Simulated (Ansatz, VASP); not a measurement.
## Te in VASP and in Ansatz

```
CELL_PARAMETERS angstrom
0.00000 3.49865 3.49865
3.49865 0.00000 3.49865
3.49865 3.49865 0.00000
ATOMIC_POSITIONS crystal
Te 0.50000 0.50000 0.50000
Te 0.75000 0.75000 0.75000
```

Alike in both runs: task single point; functional PBEsol; k mesh 4 × 4 × 4; occupations gaussian, width 0.1 eV; no spin polarisation.

|  | VASP | Ansatz |
| --- | --- | --- |
| version | VASP 6.6.1 | Ansatz 0.2.0 |
| potentials or method | VASP PAW PBE potentials, release 64 (Te), cutoff 520 eV | scalar-relativistic, plane waves, PAW |
| valence electrons in the cell | 12 | 32 |

```tsv
	VASP	Ansatz	Ansatz less VASP
gap on the k mesh at the Fermi level (eV)	none	none	-
pressure (GPa)	1.2	1.1	-0.05
```

VASP's potentials were made for PBE, not for PBEsol. A gap of «none» marks a metal or a gap that the smearing closes. VASP's potentials hold 12 valence electrons a cell and Ansatz's 32, so a difference there can come from the potentials and not from the codes.

The k mesh is coarse, so the values compare programs but aren't converged. Neither program's run includes spin-orbit coupling.
